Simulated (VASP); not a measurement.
Runs of VASP 6.6.1 on TaS2. Symmetry: P-3m1, No. 164, trigonal system. Conventional cell: a = 3.383 Å, b = 3.383 Å, c = 6.168 Å, α = 90.00°, β = 90.00°, γ = 120.00°. Ta (site symmetry -3m) has 6 S at 2.47 Å within 3.3 Å. Within 3.3 Å of S (site symmetry 3m) lie 3 Ta at 2.47 Å. 

| level | k mesh | smearing | gap on the mesh (eV) | pressure (GPa) | largest force (eV/Å) |
| --- | --- | --- | --- | --- | --- |
| PBE | 3 × 3 × 2 | gaussian 0.1 eV | none | 1.9 | 0.09 |
| PBE | 2 × 2 × 1, shifted | gaussian 0.041 eV | none | (a) | 0.27 |
| PBE+D3(BJ) | 3 × 3 × 2, shifted | gaussian 0.1 eV | none | (c) | 0.27 |
| PBE | 3 × 3 × 1 | gaussian 0.1 eV | none | 2.3 | 0.17 |
| PBE | 3 × 3 × 1, shifted | gaussian 0.1 eV | none | (b) | 0.29 |

Alike in all rows: task single point; potentials or basis VASP PAW PBE potentials, release 64 (Ta_pv, S); no spin polarisation; cell as given; cutoff (eV) 500.

Q: Fill in the values left out.

A: (a) 0.2; (b) 1.3; (c) -1.8.

Caveats: all runs use coarse meshes; spin-orbit coupling is left out, which moves the levels of the heavy elements; this functional lacks dispersion, which binds the layers, so the pressure and a relaxed spacing across them are unreliable (some runs); three body term missing (some runs).

A k mesh can miss the band edges, and the runs leave out spin-orbit coupling on Ta.

A gap of «none» marks levels without a gap at the run's occupations.
